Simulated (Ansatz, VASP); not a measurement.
# As in VASP and in Ansatz

```
As
1.0
    -2.64931    2.64931    1.44525
     2.64931   -2.64931    1.44525
     2.64931    2.64931   -1.44525
As
2
Direct
  0.00000 0.00000 0.00000
  0.75000 0.25000 0.50000
```

Alike in both runs: task relaxation of cell and atoms; functional PBE; k mesh 22 × 22 × 22; occupations gaussian, width 0.1 eV; no spin polarisation.

|  | VASP | Ansatz |
| --- | --- | --- |
| version | VASP 6.6.1 | Ansatz 0.2.0 |
| potentials or method | VASP PAW PBE potentials, release 64 (As), cutoff 600 eV | scalar-relativistic, plane waves, PAW |
| valence electrons in the cell | 10 | 30 |

```csv
,VASP,Ansatz,Ansatz less VASP
"gap on the k mesh at the Fermi level, each at its own relaxed structure (eV)",none,none,-
relaxed volume (Å³/atom),20.31,20.28,-0.025
relaxed length of the cell vector where the two differ most in proportion (Å),4.047,4.046,-0.0016
```

A gap of «none» marks a metal or a gap that the smearing closes. VASP's potentials hold 10 valence electrons a cell and Ansatz's 30, so a difference there can come from the potentials and not from the codes.
